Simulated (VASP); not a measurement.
# CaSe (F-43m) in VASP: further runs, part 2 of 2

VASP 6.6.1. The steps go on from the part before.

## (4) Single point, PBE-based global hybrid

POSCAR

```
CaSe
1.0
    0.0000000000      3.2795613661      3.2795613661
    3.2795613661      0.0000000000      3.2795613661
    3.2795613661      3.2795613661      0.0000000000
Ca Se
1 1
Direct
    0.0000000000      0.0000000000      0.0000000000
    0.2500000000      0.2500000000      0.2500000000
```

INCAR.step1

```
SYSTEM = CaSe
PREC     = Accurate       ! precision mode
ENCUT    = 520            ! plane-wave cutoff, eV
EDIFF    = 1E-5           ! SCF threshold, eV
ISMEAR   = 0              ! smearing method
SIGMA    = 0.01           ! smearing width, eV
LREAL    = .FALSE.        ! projectors in reciprocal space
LASPH    = .TRUE.         ! aspherical terms in the spheres
NELM     = 80             ! most SCF steps
ALGO     = Normal         ! electronic algorithm
ISIF     = 2              ! what is computed and relaxed
LWAVE    = .TRUE.         ! write WAVECAR
LCHARG   = .FALSE.        ! write CHGCAR
GGA      = PE             ! functional
NBANDS   = 15             ! bands
```

INCAR.step2

```
SYSTEM = CaSe
PREC     = Accurate       ! precision mode
ENCUT    = 520            ! plane-wave cutoff, eV
EDIFF    = 1E-6           ! SCF threshold, eV
ISMEAR   = 0              ! smearing method
SIGMA    = 0.01           ! smearing width, eV
LREAL    = .FALSE.        ! projectors in reciprocal space
LASPH    = .TRUE.         ! aspherical terms in the spheres
NELM     = 80             ! most SCF steps
ALGO     = Normal         ! electronic algorithm
ISIF     = 2              ! what is computed and relaxed
LWAVE    = .FALSE.        ! write WAVECAR
LCHARG   = .FALSE.        ! write CHGCAR
GGA      = PE             ! functional
LHFCALC  = .TRUE.         ! exact exchange
AEXX     = 0.75           ! exact-exchange fraction
PRECFOCK = Normal       
ISTART   = 1            
NBANDS   = 15             ! bands
```

KPOINTS

```
regular mesh
0
G
  4 4 4
  0 0 0
```

Potentials or basis: VASP PAW PBE potentials, release 64 (Ca_sv, Se).

Command:

```console
$ cat potpaw_PBE.64/Ca_sv/POTCAR potpaw_PBE.64/Se/POTCAR > POTCAR
$ cp INCAR.step1 INCAR
$ mpirun -np 1 vasp_std > vasp.out
$ cp INCAR.step2 INCAR
$ mpirun -np 1 vasp_std > vasp.out
```

OUTCAR:

```text
SYSTEM = CaSe
   PREC = Accurate
   ENCUT = 520
   EDIFF = 1E-6
   ISMEAR = 0
   LREAL = .FALSE.
   LASPH = .TRUE.
   NELM = 80
   ISIF = 2
   GGA = PE
   LHFCALC = .TRUE.
   AEXX = 0.75
   PRECFOCK = Normal
   ISTART = 1

 ion  position               nearest neighbor table
   1  0.000  0.000  0.000-   2 2.84   2 2.84   2 2.84   2 2.84
   2  0.250  0.250  0.250-   1 2.84   1 2.84   1 2.84   1 2.84

  LATTYP: Found a face centered cubic cell.
 ALAT       =     6.5591227322

  Lattice vectors:

 A1 = (   0.0000000000,   3.2795613661,   3.2795613661)
 A2 = (   3.2795613661,   0.0000000000,   3.2795613661)
 A3 = (   3.2795613661,   3.2795613661,   0.0000000000)

Analysis of symmetry for initial positions (statically):
=====================================================================
 Subroutine PRICEL returns:
 Original cell was already a primitive cell.

 Routine SETGRP: Setting up the symmetry group for a
 face centered cubic supercell.

 Subroutine GETGRP returns: Found 24 space group operations
 (whereof 24 operations were pure point group operations)
 out of a pool of 48 trial point group operations.

The static configuration has the point symmetry T_d .

Analysis of symmetry for dynamics (positions and initial velocities):
=====================================================================
 Subroutine PRICEL returns:
 Original cell was already a primitive cell.

 Routine SETGRP: Setting up the symmetry group for a
 face centered cubic supercell.

 Subroutine GETGRP returns: Found 24 space group operations
 (whereof 24 operations were pure point group operations)
 out of a pool of 48 trial point group operations.

The dynamic configuration has the point symmetry T_d .

 Subroutine INISYM returns: Found 24 space group operations
 (whereof 24 operations are pure point group operations),
 and found     1 'primitive' translations

----------------------------------------------------------------------------------------

[... 112 lines left out ...]
   LEPSILON=     F    determine dielectric tensor
   LRPA    =     F    only Hartree local field effects (RPA)
 non-spin polarized calculation
 Gauss-broadening in eV      SIGMA  =   0.01
  energy-cutoff  :      520.00
  volume of cell :       70.55
 maximum number of plane-waves:      1924
 NGX is ok and might be reduce to    36
  NGX = 28; NGY = 28; NGZ = 28

 number of electron      16.0000003 magnetization

 Free energy of the ion-electron system (eV)
  ---------------------------------------------------
  ext. energy  EPLUGINS =         0.00000000
  ---------------------------------------------------
  free energy    TOTEN  =       -14.42336580 eV

  energy without entropy =      -14.42336580  energy(sigma->0) =      -14.42336580

 E-fermi :  -3.4595     XC(G=0):  -2.8715

 val. band max:       -3.5385975160   @ k =  -0.2500   0.2500   0.0000
 cond. band min:       4.6173621075   @ k =   0.0000   0.0000   0.0000
 fundamental gap:      8.1559596235
 Fermi energy:        -3.4595476180

 k-point     1 :       0.0000    0.0000    0.0000
  band No.  band energies     occupation
      1     -51.4050      2.00000
      2     -27.9720      2.00000
      3     -27.9720      2.00000
      4     -27.9720      2.00000
      5     -16.8447      2.00000
      6      -3.5915      2.00000
      7      -3.5915      2.00000
      8      -3.5915      2.00000
      9       4.6174      0.00000
     10       8.6344      0.00000
     11       8.6344      0.00000
     12      10.5875      0.00000
     13      10.5876      0.00000
     14      10.5876      0.00000
[... 113 lines left out ...]
      2     -28.0418      2.00000
      3     -28.0035      2.00000
      4     -27.9972      2.00000
      5     -16.3311      2.00000
      6      -4.4958      2.00000
      7      -4.4697      2.00000
      8      -3.7736      2.00000
      9       5.6416      0.00000
     10       7.6094      0.00000
     11       9.3672      0.00000
     12       9.3797      0.00000
     13      10.7844      0.00000
     14      11.7506      0.00000
     15      12.3591      0.00000

------------------------ aborting loop because EDIFF is reached ----------------------------------------

  FORCE on cell =-STRESS in cart. coord.  units (eV):
  Direction    XX          YY          ZZ          XY          YZ          ZX
  --------------------------------------------------------------------------------------
  -------------------------------------------------------------------------------------
  Total       -0.1815021     -0.1815021     -0.1815021      0.0000000      0.0000000     -0.0000000
  in kB       -4.1220669     -4.1220669     -4.1220669      0.0000000      0.0000000     -0.0000000
  external PRESSURE =      -4.1220669 kB  Pullay stress =       0.0000000 kB

 VOLUME and BASIS-vectors are now :
 -----------------------------------------------------------------------------
  energy-cutoff  :      520.00
  volume of cell :       70.55
      direct lattice vectors                 reciprocal lattice vectors
     0.000000000  3.279561366  3.279561366    -0.152459413  0.152459413  0.152459413
     3.279561366  0.000000000  3.279561366     0.152459413 -0.152459413  0.152459413
     3.279561366  3.279561366  0.000000000     0.152459413  0.152459413 -0.152459413

 POSITION                                       TOTAL-FORCE (eV/Angst)
 -----------------------------------------------------------------------------------
      0.00000      0.00000      0.00000         0.000000      0.000000      0.000000
      1.63978      1.63978      1.63978        -0.000000     -0.000000     -0.000000
 -----------------------------------------------------------------------------------
    total drift:                                0.000006      0.000002      0.000000

  FREE ENERGIE OF THE ION-ELECTRON SYSTEM (eV)
  ---------------------------------------------------
  free  energy   TOTEN  =       -14.4233658029 eV

  energy  without entropy=      -14.4233658029  energy(sigma->0) =      -14.42336580
```

OUTCAR.step1:

```text
SYSTEM = CaSe
   PREC = Accurate
   ENCUT = 520
   EDIFF = 1E-5
   ISMEAR = 0
   LREAL = .FALSE.
   LASPH = .TRUE.
[... 347 lines left out ...]
      0.00000      0.00000      0.00000         0.000000      0.000000      0.000000
      1.63978      1.63978      1.63978        -0.000000     -0.000000     -0.000000
 -----------------------------------------------------------------------------------
    total drift:                                0.000000      0.000000      0.000000

  FREE ENERGIE OF THE ION-ELECTRON SYSTEM (eV)
  ---------------------------------------------------
  free  energy   TOTEN  =        -8.9664721255 eV

  energy  without entropy=       -8.9664721255  energy(sigma->0) =       -8.96647213
```

Run time: 11 min. Hardware: 1 thread of Intel Xeon Platinum 8259CL at 2.50GHz (Skylake/Cascade Lake), shared host; peak memory 0.22 GiB.

Results:

* Free energy: -14.4234 eV
* Pressure: -0.4 GPa
* Band gap on the k mesh: 8.16 eV, indirect (least direct gap 8.21 eV)

Caveat: the PAW data sets were made with another functional, which shifts forces and pressure a little. A k mesh can miss the band edges.

## (5) Single point, HSE06

POSCAR is that of step 4.

INCAR.step1

```
  PREC = Accurate
  ENCUT = 520
  EDIFF = 1E-5
  ISMEAR = 1
  SIGMA = 0.001
  LREAL = False
  LASPH = True
  NELM = 100
  ALGO = Normal
  ISIF = 2
  LWAVE = True
  NBANDS = 15
  GGA = PE
```

INCAR.step2

```
  PREC = Accurate
  ENCUT = 520
  EDIFF = 1E-6
  ISMEAR = 1
  SIGMA = 0.001
  LREAL = False
  LASPH = True
  NELM = 100
  ALGO = Normal
  ISIF = 2
  LWAVE = False
  LCHARG = True
  GGA = PE
  LHFCALC = True
  HFSCREEN = 0.2079
  PRECFOCK = Normal
  LELF = True
  LVHAR = True
  NBANDS = 15
  ISTART = 1
```

KPOINTS

```
regular mesh
0
Gamma
  4 4 4
```

Command:

```console
$ cat potpaw_PBE.64/Ca_sv/POTCAR potpaw_PBE.64/Se/POTCAR > POTCAR
$ cp INCAR.step1 INCAR
$ mpirun -np 1 vasp_std > vasp.out
$ cp INCAR.step2 INCAR
$ mpirun -np 1 vasp_std > vasp.out
```

Run time: 8.8 min. Hardware: 1 thread of Intel Xeon Platinum 8259CL at 2.50GHz (Skylake/Cascade Lake), shared host; peak memory 0.31 GiB.

Results (log left out):

- Free energy: -10.1318 eV
- Pressure: 0.3 GPa
- Band gap on the k mesh: 4.09 eV, indirect (least direct gap 4.17 eV)

Levels at points of the mesh, in eV from the valence-band top:
| k point | band 6 | band 7 | band 8 | band 9 | band 10 | band 11 |
| --- | --- | --- | --- | --- | --- | --- |
| (0.00, 0.00, 0.00) | -0.08 | -0.08 | -0.08 | 4.09 | 6.85 | 6.85 |
| (0.50, 0.00, 0.00) | -1.35 | -0.01 | -0.01 | 6.22 | 6.88 | 6.88 |
| (0.50, 0.50, 0.00) | -1.36 | -0.08 | -0.08 | 4.50 | 6.18 | 7.66 |

Caveat: the PAW data sets were made with another functional, which shifts forces and pressure a little. A k mesh can miss the band edges.

## (6) Overview

| level | smearing | grid for exact exchange (PRECFOCK) | share of exact exchange | screening parameter | gap on the mesh (eV) | pressure (GPa) |
| --- | --- | --- | --- | --- | --- | --- |
| PBE | gaussian 0.01 eV | - | - | - | 3.20 | 0.6 |
| PBE0 | gaussian 0.01 eV | Normal | - | - | 4.78 | 0.2 |
| PBE-based global hybrid | gaussian 0.01 eV | Normal | 0.75 | - | 8.16 | -0.4 |
| HSE06 | methfessel-paxton 0.001 eV | Normal | - | 0.2079 1/Å | 4.09 | 0.3 |

Alike in all rows: task single point; potentials or basis VASP PAW PBE potentials, release 64 (Ca_sv, Se); no spin polarisation; cell as given; k mesh 4 × 4 × 4; cutoff (eV) 520.

On the cell as given the gap runs from 3.20 eV (PBE) to 8.16 eV (PBE-based global hybrid). The pressure there spans -0.4 GPa (PBE-based global hybrid) to 0.6 GPa (PBE); a positive pressure means that this level wants a larger cell, a negative one a smaller.

Caveats: the PAW data sets were made with another functional, which shifts forces and pressure a little (some runs).

Total energies depend on the potentials used, so only differences within one code and one set of settings carry meaning.
